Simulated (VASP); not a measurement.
Input of a VASP 6.6.1 run:

INCAR

```
PREC = Accurate ; ENCUT = 600
EDIFF = 1E-6 ; ISMEAR = -1
SIGMA = 0.1 ; LREAL = False
LASPH = True ; NELM = 120
ALGO = Normal ; ISIF = 2
LWAVE = False ; LCHARG = False
GGA = PS ; NBANDS = 20
GGA_COMPAT = False
```

KPOINTS

```
Automatic mesh
0
Gamma
  6 6 6
```

The input POSCAR:

```
PbO2
1.0
    0.0000000000      2.6367829098      2.6367829098
    2.6367829098      0.0000000000      2.6367829098
    2.6367829098      2.6367829098      0.0000000000
Pb O
1 2
Direct
    0.0000000000      0.0000000000      0.0000000000
    0.2500000000      0.2500000000      0.2500000000
    0.7500000000      0.7500000000      0.7500000000
```

Potentials or basis: VASP PAW PBE potentials, release 64 (Pb_d, O).

The run is started by

```sh
$ cat potpaw_PBE.64/Pb_d/POTCAR potpaw_PBE.64/O/POTCAR > POTCAR
$ mpirun -np 1 vasp_std > vasp.out
```

(1) Estimate the pressure.

(2) What does it give for the band gap on the k mesh?

Answers

(1) 5.2 GPa.

(2) zero (band 13 reaches 6.46 eV, above the bottom of band 14 at 5.09 eV).

Caveat: the PAW data sets were made with another functional, which shifts forces and pressure a little; spin-orbit coupling is left out, which moves the levels of the heavy elements.
